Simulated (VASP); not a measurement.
# Ga2C (I4/mmm) in VASP: notebook, part 2 of 2

VASP 6.6.1. The steps go on from the part before.

## (3) Single point, PBE

This run uses another cell than the first one, of 13.65 Å³/atom, 0.994 times its volume.

INCAR reads:

```
PREC = Accurate
ENCUT = 520
EDIFF = 1E-7
ISMEAR = 0
SIGMA = 0.1
LREAL = F
LASPH = T
NELM = 60
ALGO = Normal
ISIF = 2
LWAVE = F
LCHARG = T
GGA = PE
LELF = T
LVHAR = T
NBANDS = 22
```

KPOINTS reads:

```
Automatic mesh
0
Gamma
  8 8 8
```

POSCAR reads:

```
Ga2C
1.0
   -1.4205859602      1.4205859602      5.0721339902
    1.4205859602     -1.4205859602      5.0721339902
    1.4205859602      1.4205859602     -5.0721339902
Ga C
2 1
Direct
    0.6323092436      0.6323092436      0.0000000000
    0.3676907564      0.3676907564      0.0000000000
    0.0000000000      0.0000000000      0.0000000000
```

Potentials or basis: VASP PAW PBE potentials, release 64 (Ga_d, C).

The run is started by

```sh
$ cat potpaw_PBE.64/Ga_d/POTCAR potpaw_PBE.64/C/POTCAR > POTCAR
$ mpirun -np 1 vasp_std > vasp.out
```

OUTCAR:

```text
PREC = Accurate
   ENCUT = 520
   EDIFF = 1E-7
   ISMEAR = 0
   LREAL = F
   LASPH = T
   NELM = 60
   ISIF = 2
   GGA = PE

 ion  position               nearest neighbor table
   1  0.632  0.632  0.000-   3 2.42   3 2.42   3 2.42   3 2.42   2 2.68
   2  0.368  0.368  0.000-   3 2.42   3 2.42   3 2.42   3 2.42   1 2.68
   3  0.000  0.000  0.000-   2 2.42   1 2.42   1 2.42   1 2.42   1 2.42   2 2.42   2 2.42   2 2.42

  LATTYP: Found a body centered tetragonal cell.
 ALAT       =     2.8411719204
 C/A-ratio  =     3.5704520052

  Lattice vectors:

 A1 = (  -1.4205859602,   1.4205859602,   5.0721339902)
 A2 = (   1.4205859602,  -1.4205859602,   5.0721339902)
 A3 = (   1.4205859602,   1.4205859602,  -5.0721339902)

Analysis of symmetry for initial positions (statically):
=====================================================================
 Subroutine PRICEL returns:
 Original cell was already a primitive cell.

 Routine SETGRP: Setting up the symmetry group for a
 body centered tetragonal supercell.

[... 165 lines left out ...]
  free energy    TOTEN  =       -11.38561368 eV

  energy without entropy =      -11.38053607  energy(sigma->0) =      -11.38307487

 E-fermi :   6.4805     XC(G=0): -11.7559

 val. band max:        6.4671486971   @ k =  -0.2500   0.5000   0.1250
 cond. band min:       6.4972376160   @ k =   0.5000   0.5000   0.2500
 fundamental gap:      0.0300889189
 Fermi energy:         6.4804664769

 k-point     1 :       0.0000    0.0000    0.0000
  band No.  band energies     occupation
      1      -8.5485      2.00000
      2      -8.5308      2.00000
      3      -8.4920      2.00000
      4      -8.3849      2.00000
      5      -8.2500      2.00000
      6      -8.2500      2.00000
[... 589 lines left out ...]
     21      14.5141      0.00000
     22      15.9813      0.00000

 [... further k-points ...]

------------------------ aborting loop because EDIFF is reached ----------------------------------------

  FORCE on cell =-STRESS in cart. coord.  units (eV):
  Direction    XX          YY          ZZ          XY          YZ          ZX
  --------------------------------------------------------------------------------------
  -------------------------------------------------------------------------------------
  Total        0.0511537      0.0511537      0.0468064      0.0000000      0.0000000      0.0000000
  in kB        2.0017118      2.0017118      1.8315992      0.0000000      0.0000000      0.0000000
  external PRESSURE =       1.9450076 kB  Pullay stress =       0.0000000 kB

 VOLUME and BASIS-vectors are now :
 -----------------------------------------------------------------------------
  energy-cutoff  :      520.00
  volume of cell :       40.94
      direct lattice vectors                 reciprocal lattice vectors
    -1.420585960  1.420585960  5.072133990     0.000000000  0.351967437  0.098577837
     1.420585960 -1.420585960  5.072133990     0.351967437  0.000000000  0.098577837
     1.420585960  1.420585960 -5.072133990     0.351967437  0.351967437  0.000000000

 POSITION                                       TOTAL-FORCE (eV/Angst)
 -----------------------------------------------------------------------------------
      0.00000      0.00000      6.41431        -0.000000     -0.000000      0.016442
      0.00000      0.00000      3.72995         0.000000      0.000000     -0.016442
      0.00000      0.00000      0.00000        -0.000000     -0.000000     -0.000000
 -----------------------------------------------------------------------------------
    total drift:                               -0.000000     -0.000000      0.000000

  FREE ENERGIE OF THE ION-ELECTRON SYSTEM (eV)
  ---------------------------------------------------
  free  energy   TOTEN  =       -11.3856136793 eV

  energy  without entropy=      -11.3805360706  energy(sigma->0) =      -11.38307487
```

OSZICAR:

```text
N       E                     dE             d eps       ncg     rms          rms(c)
DAV:   1     0.168400555572E+03    0.16840E+03   -0.14811E+04  2706   0.257E+03
DAV:   2     0.461153082586E+01   -0.16379E+03   -0.15679E+03  2720   0.425E+02
DAV:   3    -0.119845444255E+02   -0.16596E+02   -0.16084E+02  3100   0.106E+02
DAV:   4    -0.124740946236E+02   -0.48955E+00   -0.48522E+00  2918   0.184E+01
DAV:   5    -0.124858607876E+02   -0.11766E-01   -0.11760E-01  3136   0.262E+00    0.533E+00
DAV:   6    -0.116225699495E+02    0.86329E+00   -0.74081E+00  3866   0.272E+01    0.262E+00
DAV:   7    -0.114025178670E+02    0.22005E+00   -0.65308E-01  3064   0.599E+00    0.118E+00
DAV:   8    -0.113897794186E+02    0.12738E-01   -0.13504E-01  3012   0.196E+00    0.339E-01
DAV:   9    -0.113858027376E+02    0.39767E-02   -0.12234E-02  3276   0.877E-01    0.119E-01
DAV:  10    -0.113856028973E+02    0.19984E-03   -0.16636E-03  3044   0.247E-01    0.450E-02
DAV:  11    -0.113856153815E+02   -0.12484E-04   -0.19161E-04  2980   0.104E-01    0.108E-02
DAV:  12    -0.113856131806E+02    0.22009E-05   -0.10506E-05  3462   0.488E-02    0.343E-03
DAV:  13    -0.113856133297E+02   -0.14913E-06   -0.49890E-07  2844   0.556E-03    0.220E-03
DAV:  14    -0.113856136810E+02   -0.35132E-06   -0.15669E-07  2208   0.459E-03    0.226E-04
DAV:  15    -0.113856136793E+02    0.17681E-08   -0.24667E-08  1472   0.126E-03
   1 F= -.11385614E+02 E0= -.11383075E+02  d E =-.507761E-02
```

It took 1.7 min on 1 thread of Intel Xeon 6975P-C (Granite Rapids), shared host; peak memory 0.26 GiB.

Results:

```
Free energy            : -11.3856 eV
Pressure               : 0.2 GPa
Largest force          : 0.016 eV/Å
Band gap on the k mesh : zero (band 15 reaches 7.39 eV, above the bottom of band 16 at 5.11 eV)
```

Forces in eV/Å, atoms in the order of the input:
```
Ga   0.000  0.000  0.016
Ga   0.000  0.000 -0.016
C    0.000  0.000  0.000
```

Levels at points of the mesh, in eV from the Fermi level:
| k point | band 12 | band 13 | band 14 | band 15 | band 16 | band 17 | band 18 | band 19 |
| --- | --- | --- | --- | --- | --- | --- | --- | --- |
| (0.00, 0.00, 0.00) | -7.14 | -6.88 | 0.37 | 0.37 | 3.40 | 4.05 | 8.00 | 8.00 |
| (0.50, 0.00, 0.00) | -8.33 | -4.74 | -4.30 | -0.46 | 1.54 | 1.64 | 6.04 | 7.92 |
| (0.50, 0.50, 0.00) | -4.89 | -4.45 | -2.69 | -1.01 | -0.49 | 0.65 | 2.32 | 2.80 |
| (0.50, 0.50, 0.50) | -10.00 | -1.25 | -0.74 | 0.26 | 0.26 | 5.19 | 8.83 | 9.05 |

Caveat: the k points lie up to 0.39 Å⁻¹ apart.

## (4) Relaxation of cell and atoms, PBE

INCAR reads:

```
SYSTEM = Ga2C
ALGO = Normal
EDIFF = 1E-6
EDIFFG = -0.04
ENCUT = 600
GGA = PE
IBRION = 2
ISIF = 3
ISMEAR = 0
LASPH = .TRUE.
LCHARG = .FALSE.
LREAL = .FALSE.
LWAVE = .FALSE.
NELM = 80
NSW = 90
PREC = Accurate
SIGMA = 0.1
```

KPOINTS reads:

```
k-points
0
G
  8 8 8
  0 0 0
```

POSCAR reads:

```
Ga2C
1.0
   -1.6133097946      1.6133097946      3.9576505900
    1.6133097946     -1.6133097946      3.9576505900
    1.6133097946      1.6133097946     -3.9576505900
Ga C
2 1
Direct
    0.6650000000      0.6650000000      0.0000000000
    0.3350000000      0.3350000000      0.0000000000
    0.0000000000      0.0000000000      0.0000000000
```

The run is started by

```sh
$ cat potpaw_PBE.64/Ga_d/POTCAR potpaw_PBE.64/C/POTCAR > POTCAR
$ mpirun -np 1 vasp_std > vasp.out
```

Run time: 10 min. Hardware: 1 thread of Intel Xeon 6975P-C (Granite Rapids), shared host; peak memory 0.25 GiB.

The run converged. Its results:

```
Free energy                            : -11.3800 eV
Relaxed volume                         : 13.62 Å³/atom
Relaxed cell                           : a = 5.443 Å, b = 5.443 Å, c = 5.443 Å, α = 149.73°, β = 149.73°, γ = 43.33°
Space group after relaxing (to 0.05 Å) : I4/mmm (No. 139)
Energy gained by relaxing              : 226.4 meV/atom
Ionic steps                            : 26
Pressure after relaxing                : -0.2 GPa
Largest force after relaxing           : 0.037 eV/Å
Band gap on the k mesh                 : zero (band 15 reaches 7.42 eV, above the bottom of band 16 at 5.11 eV)
```

Forces in eV/Å, atoms in the order of the input:
```
Ga   0.000  0.000 -0.037
Ga   0.000  0.000  0.037
C    0.000  0.000  0.000
```

Stress tensor (GPa, compression positive):
```
-0.07  0.00  0.00
 0.00 -0.07  0.00
 0.00  0.00 -0.37
```

Step by step:
| step | energy change (eV) | largest force (eV/Å) | pressure (GPa) | volume (Å³) |
| --- | --- | --- | --- | --- |
| 1 | 0.0000 | 1.1081 | -0.26 | 41.20 |
| 2 | -0.0862 | 0.3740 | -0.13 | 41.07 |
| 3 | -0.0900 | 0.1318 | -0.15 | 41.03 |
| 4 | -0.1116 | 0.1388 | 0.08 | 40.93 |
| 5 | -0.1807 | 0.0312 | 0.46 | 40.55 |
| 6 | -0.3528 | 0.5865 | 2.95 | 39.57 |
| 7 | -0.0211 | 3.0410 | 22.37 | 36.76 |
| 8 | -0.3741 | 1.0637 | 5.78 | 39.00 |
| 9 | -0.3150 | 1.9333 | 12.67 | 37.95 |
| 10 | -0.3738 | 1.3715 | 8.13 | 38.59 |
| 11 | -0.3769 | 1.3740 | 8.33 | 38.60 |
| 12 | -0.3855 | 1.3956 | 8.47 | 38.62 |
| 13 | -0.3996 | 1.4730 | 8.73 | 38.66 |
| 14 | -0.4059 | 1.6178 | 9.82 | 38.70 |
| 15 | -0.4230 | 1.5578 | 9.31 | 38.84 |
| 16 | -0.4704 | 1.4045 | 7.69 | 39.24 |
| 17 | -0.5508 | 1.1654 | 4.98 | 40.06 |
| 18 | -0.6465 | 0.5652 | 0.33 | 41.70 |
| 19 | -0.6551 | 0.3425 | -1.21 | 42.37 |
| 20 | -0.6552 | 0.3198 | -1.37 | 42.45 |
| 21 | -0.6581 | 0.3052 | -1.20 | 42.32 |
| 22 | -0.6656 | 0.2591 | -0.82 | 41.93 |
| 23 | -0.6745 | 0.1423 | 0.07 | 41.17 |
| 24 | -0.6753 | 0.0752 | 0.50 | 40.82 |
| 25 | -0.6778 | 0.0326 | 0.23 | 40.83 |
| 26 | -0.6792 | 0.0372 | -0.17 | 40.86 |

Final structure:
```
Ga C
1.0
    -1.42102    1.42102    5.05856
     1.42102   -1.42102    5.05856
     1.42102    1.42102   -5.05856
Ga C
2 1
Direct
  0.63294 0.63294 0.00000
  0.36706 0.36706 0.00000
  0.00000 0.00000 0.00000
```

Levels at points of the mesh, in eV from the Fermi level:
```tsv
k point	band 11	band 12	band 13	band 14	band 15	band 16	band 17	band 18	band 19
(0.00, 0.00, 0.00)	-14.01	-7.11	-6.91	0.38	0.38	3.40	4.10	7.95	7.95
(0.50, 0.00, 0.00)	-10.36	-8.31	-4.75	-4.32	-0.45	1.55	1.65	6.06	7.95
(0.50, 0.50, 0.00)	-7.91	-4.89	-4.43	-2.68	-1.03	-0.53	0.65	2.35	2.79
(0.50, 0.50, 0.50)	-13.65	-10.03	-1.24	-0.70	0.27	0.27	5.23	8.84	9.04
```

## (5) Overview

```tsv
task	cell	cutoff (eV)	gap on the mesh (eV)	pressure (GPa)	largest force (eV/Å)
single point	a = 4.568 Å, angles 138.6, 138.6, 59.9°, 3 atoms	520	none	-0.3	1.11
single point	a = 5.456 Å, angles 149.8, 149.8, 43.2°, 3 atoms	520	none	0.2	0.02
relaxation of cell and atoms	relaxed from a = 4.568 Å, angles 138.6, 138.6, 59.9°, 3 atoms	600	none	-0.2	0.04
```

Alike in all rows: level PBE; potentials or basis VASP PAW PBE potentials, release 64 (Ga_d, C); no spin polarisation; k mesh 8 × 8 × 8; smearing gaussian 0.1 eV.

Caveats: some runs use coarse meshes; forces of over 1 eV/Å act on the atoms, so gaps and moduli don't describe the material at rest (some runs).

Absolute energies hang on the potentials; compare differences alone.
